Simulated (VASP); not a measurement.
# GeSbTe3 (P6/mmm) in VASP: further runs

Runs on GeSbTe3. Level: PBE. Tasks: single point, relaxation of cell and atoms.

Everything below comes from runs of VASP 6.6.1. Logs are shortened: lines on timing, memory, paths and dates and some standing lists are left out, and cuts for length are marked.

## Step 1: The cell of the first run

Symmetry: P6/mmm, No. 191, hexagonal system. The conventional cell has a = 6.425 Å, b = 6.425 Å, c = 5.537 Å, α = 90.00°, β = 90.00°, γ = 120.00°. Within 3.6 Å of Ge (site symmetry 6/mmm) lie 2 Sb at 2.77 Å. Within 3.6 Å of Sb (site symmetry 6/mmm) lie 2 Ge at 2.77 Å and 6 Te at 3.21 Å. Within 4.3 Å of Te (site symmetry mmm) lie 2 Sb at 3.21 Å and 4 Te at 3.21 Å and 4 Ge at 4.24 Å.

The cell was generated, and may not be a known phase.

## Step 2: Single point, PBE

Contents of INCAR:

```
SYSTEM = GeSbTe3
ALGO = Normal
EDIFF = 1E-7
ENCUT = 520
GGA = PE
ISIF = 2
ISMEAR = 0
LASPH = .True.
LCHARG = .False.
LREAL = .False.
LWAVE = .False.
NBANDS = 26
NELM = 100
PREC = Accurate
SIGMA = 0.1
```

Contents of KPOINTS:

```
k-points
0
Gamma
  6 6 8
  0 0 0
```

Contents of POSCAR:

```
GeSbTe3
1.0
    6.4253339989      0.0000000000      0.0000000000
   -3.2126669995      5.5645024709      0.0000000000
    0.0000000000      0.0000000000      5.5372933425
Ge Sb Te
1 1 3
Direct
    0.0000000000      0.0000000000      0.5000000000
    0.0000000000      0.0000000000      0.0000000000
    0.5000000000      0.0000000000      0.0000000000
    0.0000000000      0.5000000000      0.0000000000
    0.5000000000      0.5000000000      0.0000000000
```

Potentials or basis: VASP PAW PBE potentials, release 64 (Ge_d, Sb, Te).

Started as:

```bash
> cat potpaw_PBE.64/Ge_d/POTCAR potpaw_PBE.64/Sb/POTCAR potpaw_PBE.64/Te/POTCAR > POTCAR
> mpirun -np 1 vasp_std > vasp.out
```

OUTCAR:

```text
SYSTEM = GeSbTe3
   EDIFF = 1E-7
   ENCUT = 520
   GGA = PE
   ISIF = 2
   ISMEAR = 0
   LASPH = .True.
   LREAL = .False.
   NELM = 100
   PREC = Accurate

 ion  position               nearest neighbor table
   1  0.000  0.000  0.500-   2 2.77   2 2.77
   2  0.000  0.000  0.000-   1 2.77   1 2.77   3 3.21   3 3.21   5 3.21   5 3.21   4 3.21   4 3.21

   3  0.500  0.000  0.000-   2 3.21   2 3.21   4 3.21   4 3.21   5 3.21   5 3.21
   4  0.000  0.500  0.000-   5 3.21   5 3.21   3 3.21   3 3.21   2 3.21   2 3.21
   5  0.500  0.500  0.000-   4 3.21   4 3.21   2 3.21   2 3.21   3 3.21   3 3.21

  LATTYP: Found a hexagonal cell.
 ALAT       =     6.4253339989
 C/A-ratio  =     0.8617907401

  Lattice vectors:

 A1 = (   6.4253339989,   0.0000000000,   0.0000000000)
 A2 = (  -3.2126669995,   5.5645024709,   0.0000000000)
 A3 = (   0.0000000000,   0.0000000000,   5.5372933425)

Analysis of symmetry for initial positions (statically):
=====================================================================
 Subroutine PRICEL returns:
 Original cell was already a primitive cell.

 Routine SETGRP: Setting up the symmetry group for a
 hexagonal supercell.

 Subroutine GETGRP returns: Found 24 space group operations
 (whereof 24 operations were pure point group operations)
 out of a pool of 24 trial point group operations.

The static configuration has the point symmetry D_6h.

Analysis of symmetry for dynamics (positions and initial velocities):
=====================================================================
 Subroutine PRICEL returns:
 Original cell was already a primitive cell.

 Routine SETGRP: Setting up the symmetry group for a
 hexagonal supercell.

 Subroutine GETGRP returns: Found 24 space group operations
 (whereof 24 operations were pure point group operations)
 out of a pool of 24 trial point group operations.

The dynamic configuration has the point symmetry D_6h.

 Subroutine INISYM returns: Found 24 space group operations
 (whereof 24 operations are pure point group operations),
 and found     1 'primitive' translations

----------------------------------------------------------------------------------------

                                     Primitive cell

  volume of cell :     197.9792

  direct lattice vectors                    reciprocal lattice vectors
     6.425333999  0.000000000  0.000000000     0.155633933  0.089855293  0.000000000
    -3.212667000  5.564502471  0.000000000     0.000000000  0.179710586  0.000000000
[... 94 lines left out ...]
   NSW    =      0    number of steps for IOM
   IBRION =     -1    ionic relax: 0-MD 1-quasi-New 2-CG
   NFREE  =      0    steps in history (QN), initial steepest desc. (CG)
   ISIF   =      2    stress and relaxation
   ISYM   =      2    0-nonsym 1-usesym 2-fastsym
   POTIM  = 0.5000    time-step for ionic-motion
   TEBEG  =    0.0;   TEEND  =   0.0 temperature during run
   PSTRESS=    0.0 pullay stress
   NELECT =      37.0000    total number of electrons
   NUPDOWN=      -1.0000    fix difference up-down
   EMIN   =  10.00;   EMAX   =-10.00  energy-range for DOS
   EFERMI =   0.00;   METHOD = LEGACY
   ISMEAR =     0;   SIGMA  =   0.10  broadening in eV -4-tet -1-fermi 0-gaus
   EFERMI_NEDOS =   21; number of points for ismear=-14 and -15
   IALGO  =     38    algorithm
   IMIX   =      4    mixing-type and parameters
     AMIX     =   0.40;   BMIX     =  1.00
     AMIX_MAG =   1.60;   BMIX_MAG =  1.00
  volume/ion in A,a.u.               =      39.60       267.21
  Fermi-wavevector in a.u.,A,eV,Ry     =   0.935985  1.768755 11.919627  0.876068
  Thomas-Fermi vector in A             =   2.062948
   LORBIT       =      0    0 simple, 1 ext, 2 COOP (PROOUT), +10 PAW based schemes
   GGA     = PE    functional components
   LHFCALC =     F    Hartree Fock is set to
   AEXX    =    0.0000 exact exchange contribution
   IVDW    =     0    specifies the selected vdW correction
   LEPSILON=     F    determine dielectric tensor
   LRPA    =     F    only Hartree local field effects (RPA)
 non-spin polarized calculation
 Gauss-broadening in eV      SIGMA  =   0.10
  energy-cutoff  :      520.00
  volume of cell :      197.98
 maximum number of plane-waves:      5364
 NGX is ok and might be reduce to    48
   NGX = 23   NGY = 23   NGZ = 21

 number of electron      37.0000004 magnetization

 Free energy of the ion-electron system (eV)
  ---------------------------------------------------
  ext. energy  EPLUGINS =         0.00000000
  ---------------------------------------------------
  free energy    TOTEN  =       -15.20717856 eV

  energy without entropy =      -15.19107270  energy(sigma->0) =      -15.19912563

 E-fermi :   3.4778     XC(G=0):  -8.0166

 val. band max:        3.4345166859   @ k =   0.3333   0.1667   0.1250
 cond. band min:       3.5082977728   @ k =   0.5000  -0.0000   0.3750
 fundamental gap:      0.0737810869
 Fermi energy:         3.4777710516

 k-point     1 :       0.0000    0.0000    0.0000
  band No.  band energies     occupation
      1     -22.0136      2.00000
      2     -22.0136      2.00000
      3     -21.8986      2.00000
      4     -21.8986      2.00000
      5     -21.8762      2.00000
      6      -9.2953      2.00000
[... 685 lines left out ...]
     25       7.1520      0.00000
     26       8.6598      0.00000

 [... further k-points ...]

------------------------ aborting loop because EDIFF is reached ----------------------------------------

  FORCE on cell =-STRESS in cart. coord.  units (eV):
  Direction    XX          YY          ZZ          XY          YZ          ZX
  --------------------------------------------------------------------------------------
  -------------------------------------------------------------------------------------
  Total       -0.0878072     -0.0878072      0.0067464      0.0000000      0.0000000      0.0000000
  in kB       -0.7105936     -0.7105936      0.0545963      0.0000000      0.0000000      0.0000000
  external PRESSURE =      -0.4555303 kB  Pullay stress =       0.0000000 kB

 VOLUME and BASIS-vectors are now :
 -----------------------------------------------------------------------------
  energy-cutoff  :      520.00
  volume of cell :      197.98
      direct lattice vectors                 reciprocal lattice vectors
     6.425333999  0.000000000  0.000000000     0.155633933  0.089855293  0.000000000
    -3.212667000  5.564502471  0.000000000     0.000000000  0.179710586  0.000000000
     0.000000000  0.000000000  5.537293342     0.000000000  0.000000000  0.180593647

 POSITION                                       TOTAL-FORCE (eV/Angst)
 -----------------------------------------------------------------------------------
      0.00000      0.00000      2.76865         0.000000      0.000000      0.000000
      0.00000      0.00000      0.00000        -0.000000      0.000000      0.000000
      3.21267      0.00000      0.00000        -0.000000      0.000000      0.000000
     -1.60633      2.78225      0.00000        -0.000000      0.000000      0.000000
      1.60633      2.78225      0.00000         0.000000      0.000000      0.000000
 -----------------------------------------------------------------------------------
    total drift:                               -0.000000      0.000000      0.000000

  FREE ENERGIE OF THE ION-ELECTRON SYSTEM (eV)
  ---------------------------------------------------
  free  energy   TOTEN  =       -15.2071785633 eV

  energy  without entropy=      -15.1910727041  energy(sigma->0) =      -15.19912563
```

OSZICAR:

```text
N       E                     dE             d eps       ncg     rms          rms(c)
DAV:   1     0.261153417469E+03    0.26115E+03   -0.14729E+04  2086   0.159E+03
DAV:   2     0.206173622273E+02   -0.24054E+03   -0.23244E+03  2048   0.400E+02
DAV:   3    -0.137153242926E+02   -0.34333E+02   -0.33452E+02  2386   0.115E+02
DAV:   4    -0.154113311924E+02   -0.16960E+01   -0.16891E+01  2076   0.289E+01
DAV:   5    -0.154767279686E+02   -0.65397E-01   -0.65382E-01  2634   0.592E+00    0.105E+01
DAV:   6    -0.152428120532E+02    0.23392E+00   -0.82517E-01  2064   0.372E+00    0.600E+00
DAV:   7    -0.152175567629E+02    0.25255E-01   -0.23105E-01  2100   0.229E+00    0.292E+00
DAV:   8    -0.152070936472E+02    0.10463E-01   -0.71582E-02  2006   0.108E+00    0.400E-01
DAV:   9    -0.152073533858E+02   -0.25974E-03   -0.58797E-03  2084   0.396E-01    0.193E-01
DAV:  10    -0.152071888905E+02    0.16450E-03   -0.19123E-03  1992   0.179E-01    0.682E-02
DAV:  11    -0.152071767608E+02    0.12130E-04   -0.44219E-04  2018   0.107E-01    0.350E-02
DAV:  12    -0.152071803088E+02   -0.35480E-05   -0.10246E-04  1968   0.469E-02    0.770E-03
DAV:  13    -0.152071787393E+02    0.15695E-05   -0.86227E-06  2198   0.150E-02    0.444E-03
DAV:  14    -0.152071787253E+02    0.14017E-07   -0.14304E-06  2132   0.519E-03    0.141E-03
DAV:  15    -0.152071785627E+02    0.16253E-06   -0.23457E-07  1498   0.226E-03    0.484E-04
DAV:  16    -0.152071785633E+02   -0.62028E-09   -0.54472E-08  1064   0.104E-03
   1 F= -.15207179E+02 E0= -.15199126E+02  d E =-.161059E-01
```

stdout:

```text
POSCAR found type information on POSCAR GeSbTe
 POSCAR found :  3 types and       5 ions
 scaLAPACK will be used
 LDA part: xc-table for (Slater+PW92), standard interpolation
 POSCAR, INCAR and KPOINTS ok, starting setup
 FFT: planning ... GRIDC
 FFT: planning ... GRID_SOFT
 FFT: planning ... GRID
 WAVECAR not read
 entering main loop
```

Run time: 4.6 min. Hardware: 1 thread of Intel Xeon 8259CL, shared host; peak memory 0.43 GiB.

What came out:

```yaml
Free_energy: -15.2072 eV
Pressure: 0.0 GPa
Band_gap_on_the_k_mesh: zero (an odd number of electrons rules out a gap without spin polarisation)
```

Levels at points of the mesh, in eV from the Fermi level:
| k point | band 16 | band 17 | band 18 | band 19 | band 20 | band 21 |
| --- | --- | --- | --- | --- | --- | --- |
| (0.00, 0.00, 0.00) | -0.26 | -0.26 | 0.37 | 0.37 | 1.36 | 2.11 |
| (0.50, 0.00, 0.00) | -1.65 | -1.08 | -0.97 | -0.85 | -0.39 | 0.49 |
| (0.00, 0.00, 0.50) | -0.59 | -0.27 | -0.27 | 1.37 | 1.45 | 1.58 |
| (0.50, 0.00, 0.50) | -1.44 | -1.27 | -1.00 | -0.52 | 0.78 | 0.86 |

Caveat: spin-orbit coupling is left out, which moves the levels of the heavy elements.

## Step 3: Relaxation of cell and atoms, PBE

This run uses another cell than the first one, of 36.05 Å³/atom.

Contents of INCAR:

```
SYSTEM = GeSbTe3
ALGO = Normal
EDIFF = 1E-6
EDIFFG = -0.04
ENCUT = 600
GGA = PE
IBRION = 2
ISIF = 3
ISMEAR = 0
LASPH = .True.
LCHARG = .False.
LREAL = .False.
LWAVE = .False.
NELM = 80
NSW = 90
PREC = Accurate
SIGMA = 0.1
```

Contents of KPOINTS:

```
k-points
0
Gamma
  3 3 4
  0 0 0
```

POSCAR, as its differences from that of step 2:

```diff
@@ -2,5 +2,5 @@
 1.0
-    6.4253339989      0.0000000000      0.0000000000
-   -3.2126669995      5.5645024709      0.0000000000
-    0.0000000000      0.0000000000      5.5372933425
+    6.0257588200      0.0000000000      0.0000000000
+   -3.0128794100      5.2184602200      0.0000000000
+    0.0000000000      0.0000000000      5.7319461700
 Ge Sb Te
```

Potentials or basis: VASP PAW PBE potentials, release 64 (Ge_d, Sb, Te).

Started as:

```bash
> cat potpaw_PBE.64/Ge_d/POTCAR potpaw_PBE.64/Sb/POTCAR potpaw_PBE.64/Te/POTCAR > POTCAR
> mpirun -np 1 vasp_std > vasp.out
```

OUTCAR:

```text
SYSTEM = GeSbTe3
   EDIFF = 1E-6
   EDIFFG = -0.04
   ENCUT = 600
   GGA = PE
   IBRION = 2
   ISIF = 3
   ISMEAR = 0
   LASPH = .True.
   LREAL = .False.
   NELM = 80
   NSW = 90
   PREC = Accurate

 ion  position               nearest neighbor table
   1  0.000  0.000  0.500-   2 2.87   2 2.87
   2  0.000  0.000  0.000-   1 2.87   1 2.87   3 3.01   3 3.01   4 3.01   4 3.01   5 3.01   5 3.01

   3  0.500  0.000  0.000-   2 3.01   2 3.01   5 3.01   5 3.01   4 3.01   4 3.01
   4  0.000  0.500  0.000-   5 3.01   5 3.01   2 3.01   2 3.01   3 3.01   3 3.01
   5  0.500  0.500  0.000-   4 3.01   4 3.01   2 3.01   3 3.01   3 3.01   2 3.01

  LATTYP: Found a hexagonal cell.
 ALAT       =     6.0257588200
 C/A-ratio  =     0.9512405560

[... 177 lines left out ...]
  --------------------------------------------------------------------------------------
  -------------------------------------------------------------------------------------
  Total       13.7138556     13.7138557     -4.7791314      0.0000000     -0.0000000      0.0000000
  in kB      121.9028699    121.9028701    -42.4818413      0.0000000     -0.0000000      0.0000000
  external PRESSURE =      67.1079662 kB  Pullay stress =       0.0000000 kB
[... 182 lines left out ...]
--------------------------------------- Ionic step        6  -------------------------------------------

 number of electron      37.0000002 magnetization

 Free energy of the ion-electron system (eV)
  ---------------------------------------------------
  ext. energy  EPLUGINS =         0.00000000
  ---------------------------------------------------
  free energy    TOTEN  =       -15.48005456 eV

  energy without entropy =      -15.46987305  energy(sigma->0) =      -15.47496381

 E-fermi :   3.4335     XC(G=0):  -8.1019

 val. band max:        3.3875609575   @ k =   0.3333   0.3333   0.2500
 cond. band min:       3.5174387589   @ k =   0.3333   0.3333   0.0000
 fundamental gap:      0.1298778014
 Fermi energy:         3.4335029053

 k-point     1 :       0.0000    0.0000    0.0000
  band No.  band energies     occupation
      1     -21.9804      2.00000
      2     -21.9804      2.00000
      3     -21.8849      2.00000
      4     -21.8849      2.00000
      5     -21.8744      2.00000
      6      -9.1349      2.00000
[... 246 lines left out ...]
  FREE ENERGIE OF THE ION-ELECTRON SYSTEM (eV)
  ---------------------------------------------------
  free  energy   TOTEN  =       -15.4800545601 eV

  energy  without entropy=      -15.4698730532  energy(sigma->0) =      -15.47496381

 reached required accuracy - stopping structural energy minimisation
```

It took 6.4 min on 1 thread of Intel Xeon 8259CL, shared host; peak memory 0.38 GiB.

Results:

| Quantity | Value |
| --- | --- |
| Free energy | -15.4801 eV |
| Relaxed volume | 38.96 Å³/atom |
| Relaxed cell | a = 6.447 Å, b = 6.447 Å, c = 5.412 Å, α = 90.00°, β = 90.00°, γ = 120.00° |
| Space group after relaxing (to 0.1 Å) | P6/mmm (No. 191) |
| Energy gained by relaxing | 198.9 meV/atom |
| Ionic steps | 6 |
| Pressure after relaxing | -0.1 GPa |
| Band gap on the k mesh | zero (an odd number of electrons rules out a gap without spin polarisation) |

Step by step:
| step | energy change (eV) | largest force (eV/Å) | pressure (GPa) | volume (Å³) |
| --- | --- | --- | --- | --- |
| 1 | 0.0000 | 0.0000 | 6.71 | 180.24 |
| 2 | -0.5485 | 0.0000 | -3.57 | 220.44 |
| 3 | -0.9462 | 0.0000 | -1.06 | 202.47 |
| 4 | -0.9461 | 0.0000 | -0.95 | 202.02 |
| 5 | -0.9923 | 0.0000 | -0.30 | 196.26 |
| 6 | -0.9947 | 0.0000 | -0.10 | 194.79 |

Final structure:
```
Ge Sb Te
1.0
     6.44692    0.00000    0.00000
    -3.22346    5.58320    0.00000
     0.00000    0.00000    5.41168
Ge Sb Te
1 1 3
Direct
  0.00000 0.00000 0.50000
  0.00000 0.00000 0.00000
  0.50000 0.00000 0.00000
  0.00000 0.50000 0.00000
  0.50000 0.50000 0.00000
```

Caveat: the k points lie up to 0.38 Å⁻¹ apart in the final cell, too coarse for converged energies and pressures of a metal; spin-orbit coupling is left out, which moves the levels of the heavy elements.

## Step 4: Relaxation of cell and atoms, PBE

This run uses another cell than the first one, of 38.75 Å³/atom.

Contents of INCAR:

```
ALGO = Normal
EDIFF = 1E-7
EDIFFG = -0.01
ENCUT = 600
GGA = PE
IBRION = 2
ISIF = 3
ISMEAR = 0
LASPH = T
LCHARG = F
LREAL = F
LWAVE = F
NELM = 80
NSW = 100
PREC = Accurate
SIGMA = 0.1
```

Contents of KPOINTS:

```
k-points
0
Gamma
  6 6 8
```

POSCAR, as its differences from that of step 3:

```diff
@@ -2,5 +2,5 @@
 1.0
-    6.0257588200      0.0000000000      0.0000000000
-   -3.0128794100      5.2184602200      0.0000000000
-    0.0000000000      0.0000000000      5.7319461700
+    6.4347293522      0.0000000000      0.0000000000
+   -3.2173646761      5.5726390855      0.0000000000
+    0.0000000000      0.0000000000      5.4038383285
 Ge Sb Te
```

Started as:

```bash
> cat potpaw_PBE.64/Ge_d/POTCAR potpaw_PBE.64/Sb/POTCAR potpaw_PBE.64/Te/POTCAR > POTCAR
> mpirun -np 1 vasp_std > vasp.out
```

Run time: 26 min. Hardware: 1 thread of Intel Xeon 8259CL, shared host; peak memory 0.54 GiB.

Results (log left out):

```
Free energy                           : -15.2071 eV
Relaxed volume                        : 39.52 Å³/atom
Relaxed cell                          : a = 6.420 Å, b = 6.420 Å, c = 5.536 Å, α = 90.00°, β = 90.00°, γ = 120.00°
Space group after relaxing (to 0.1 Å) : P6/mmm (No. 191)
Energy gained by relaxing             : 3.6 meV/atom
Ionic steps                           : 6
Pressure after relaxing               : 0.0 GPa
Band gap on the k mesh                : zero (an odd number of electrons rules out a gap without spin polarisation)
```

Step by step:
| step | energy change (eV) | largest force (eV/Å) | pressure (GPa) | volume (Å³) |
| --- | --- | --- | --- | --- |
| 1 | 0.0000 | 0.0000 | 0.32 | 193.77 |
| 2 | -0.0137 | 0.0000 | 0.14 | 195.97 |
| 3 | -0.0179 | 0.0000 | -0.04 | 198.08 |
| 4 | -0.0180 | 0.0000 | -0.04 | 197.96 |
| 5 | -0.0180 | 0.0000 | -0.03 | 197.88 |
| 6 | -0.0180 | 0.0000 | 0.03 | 197.58 |

Final structure:
```
Ge Sb Te
1.0
     6.41963    0.00000    0.00000
    -3.20982    5.55956    0.00000
     0.00000    0.00000    5.53608
Ge Sb Te
1 1 3
Direct
  0.00000 0.00000 0.50000
  0.00000 0.00000 0.00000
  0.50000 0.00000 0.00000
  0.00000 0.50000 0.00000
  0.50000 0.50000 0.00000
```

Levels at points of the mesh, in eV from the Fermi level:
| k point | band 15 | band 16 | band 17 | band 18 | band 19 | band 20 | band 21 | band 22 |
| --- | --- | --- | --- | --- | --- | --- | --- | --- |
| (0.00, 0.00, 0.00) | -1.71 | -0.26 | -0.26 | 0.37 | 0.37 | 1.36 | 2.11 | 2.11 |
| (0.50, 0.00, 0.00) | -1.72 | -1.66 | -1.08 | -0.98 | -0.85 | -0.40 | 0.49 | 1.02 |
| (0.00, 0.00, 0.50) | -0.59 | -0.59 | -0.28 | -0.28 | 1.38 | 1.45 | 1.58 | 1.83 |
| (0.50, 0.00, 0.50) | -1.60 | -1.45 | -1.28 | -1.01 | -0.52 | 0.78 | 0.86 | 1.33 |

Caveat: spin-orbit coupling is left out, which moves the levels of the heavy elements.

## Step 5: The runs side by side

| task | cell | k mesh | cutoff (eV) | gap on the mesh (eV) | pressure (GPa) | relaxed volume (Å³/atom) |
| --- | --- | --- | --- | --- | --- | --- |
| single point | a = 6.425, b = 6.425, c = 5.537 Å, angles 90.0, 90.0, 120.0°, 5 atoms | 6 × 6 × 8 | 520 | none | 0.0 | - |
| relaxation of cell and atoms | relaxed from a = 6.026, b = 6.026, c = 5.732 Å, angles 90.0, 90.0, 120.0°, 5 atoms | 3 × 3 × 4 | 600 | none | -0.1 | 38.96 |
| relaxation of cell and atoms | relaxed from a = 6.435, b = 6.435, c = 5.404 Å, angles 90.0, 90.0, 120.0°, 5 atoms | 6 × 6 × 8 | 600 | none | 0.0 | 39.52 |

Alike in all rows: level PBE; potentials or basis VASP PAW PBE potentials, release 64 (Ge_d, Sb, Te); no spin polarisation; smearing gaussian 0.1 eV.

Caveats: some runs use coarse meshes; spin-orbit coupling is left out, which moves the levels of the heavy elements.

Absolute energies hang on the potentials; compare differences alone.

The gap in the log of VASP goes by the Fermi energy; the results here count the filled bands.